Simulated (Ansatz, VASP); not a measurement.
# Two plane-wave programs on Y

```
Y
1.0
     3.53803    0.00000    0.00000
    -1.76902    3.06403    0.00000
     0.00000    0.00000   11.38242
Y
4
Direct
  0.00000 0.00000 0.00000
  0.33333 0.66667 0.25000
  0.00000 0.00000 0.50000
  0.66667 0.33333 0.75000
```

Alike in both runs: functional PBEsol; k mesh 15 × 15 × 4; occupations gaussian, width 0.1 eV; no spin polarisation.

Ansatz relaxed the structure, and its values are those at the end. VASP's run is a single point on that final structure, the one shown.

|  | VASP | Ansatz |
| --- | --- | --- |
| version | VASP 6.6.1 | Ansatz 0.2.0 |
| potentials or method | VASP PAW PBE potentials, release 64 (Y_sv), cutoff 520 eV | scalar-relativistic, plane waves, PAW |
| valence electrons in the cell | 44 | 44 |

Ansatz gave:

| Quantity | Value |
| --- | --- |
| gap on the k mesh at the Fermi level (eV) | none |
| pressure (GPa) | 0.0 |

Problem. What did VASP give for the same quantities?

Solution. gap on the k mesh at the Fermi level (eV): none; pressure (GPa): -0.1.

VASP's potentials were made for PBE, not for PBEsol. A gap of «none» marks a metal or a gap that the smearing closes. The functional is the same, so the differences come from potentials, cutoffs and numerics.
